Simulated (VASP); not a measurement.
A run of VASP 6.6.1:

POSCAR

```
MgB
1.0
    2.8951500000      0.0000000000      0.0000000000
    0.0000000000      2.8951500000      0.0000000000
    0.0000000000      0.0000000000      2.8951500000
Mg B
1 1
Direct
    0.0000000000      0.0000000000      0.0000000000
    0.5000000000      0.5000000000      0.5000000000
```

INCAR.step1

```
ALGO = Normal
EDIFF = 1E-4
ENCUT = 600
GGA = PE
ISMEAR = -1
LASPH = T
LCHARG = F
LREAL = F
LWAVE = T
NELM = 100
PREC = Accurate
SIGMA = 0.05
```

INCAR.step2

```
ALGO = Normal
EDIFF = 1E-7
EDIFFG = -0.01
ENCUT = 600
IBRION = 2
ISIF = 3
ISMEAR = -1
ISTART = 1
LASPH = T
LCHARG = F
LMIXTAU = T
LREAL = F
LWAVE = F
METAGGA = R2SCAN
NELM = 100
NSW = 60
PREC = Accurate
PSTRESS = 50.0
SIGMA = 0.05
```

Contents of KPOINTS:

```
k-points
0
Gamma
  9 9 9
```

Potentials or basis: VASP PAW PBE potentials, release 64 (Mg, B).

Run with:

```bash
$ cat potpaw_PBE.64/Mg/POTCAR potpaw_PBE.64/B/POTCAR > POTCAR
$ cp INCAR.step1 INCAR
$ mpirun -np 1 vasp_std > vasp.out
$ cp INCAR.step2 INCAR
$ mpirun -np 1 vasp_std > vasp.out
```

Hardware: 1 thread of Intel Xeon 8259CL, on a shared host.

Question: Estimate the wall time of this run.

Answer: It took 83 s on 1 thread of Intel Xeon 8259CL, on a shared host, peak memory 0.15 GiB. Counts: k points 35, ion steps 3.
